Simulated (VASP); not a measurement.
Input of a VASP 6.6.1 run:

File INCAR:

```
ALGO     = Normal         # electronic algorithm
EDIFF    = 1E-6           # SCF threshold, eV
ENCUT    = 520            # plane-wave cutoff, eV
GGA      = PE             # functional
ISIF     = 2              # what is computed and relaxed
ISMEAR   = -1             # smearing method
LASPH    = True           # aspherical terms in the spheres
LCHARG   = False          # write CHGCAR
LREAL    = False          # projectors in reciprocal space
LWAVE    = False          # write WAVECAR
NBANDS   = 46             # bands
NELM     = 60             # most SCF steps
PREC     = Accurate       # precision mode
SIGMA    = 0.02           # smearing width, eV
```

KPOINTS

```
k-points
0
Gamma
  8 8 4
```

File POSCAR:

```
Ga4AsN3
1.0
    5.6204477498     -1.6922127084     -0.0176155747
    5.6204477498      1.6922127084     -0.0176155747
   -1.0401161836      0.0000000000      5.7922134053
N As Ga
3 1 4
Direct
    0.0074524727      0.0074524727      0.0184190953
    0.4924300928      0.4924300928      0.4837433153
    0.7484732950      0.7484732950      0.2489254185
    0.2537048841      0.2537048841      0.7522818213
    0.4659534455      0.4659534455      0.8229527005
    0.9292484312      0.9292484312      0.3106254989
    0.1844018076      0.1844018076      0.0991639785
    0.6683355710      0.6683355710      0.5138881716
```

Potentials or basis: VASP PAW PBE potentials, release 64 (N, As, Ga_d).

Command:

```console
$ cat potpaw_PBE.64/N/POTCAR potpaw_PBE.64/As/POTCAR potpaw_PBE.64/Ga_d/POTCAR > POTCAR
$ mpirun -np 1 vasp_std > vasp.out
```

**Question.** What does it give for the pressure?

**Answer.** 5.3 GPa.

**Question.** Predict the largest force.

**Answer.** 0.215 eV/Å.

**Question.** Predict the band gap on the k mesh.

**Answer.** Zero (band 36 reaches 6.68 eV, above the bottom of band 37 at 6.60 eV).

Forces on the atoms (eV/Å):
```
N   -0.093  0.000 -0.017
N   -0.079  0.000  0.013
N    0.082  0.000 -0.038
As   0.091  0.000  0.121
Ga   0.162  0.000  0.014
Ga   0.032  0.000 -0.001
Ga  -0.057  0.000  0.073
Ga  -0.138  0.000 -0.165
```
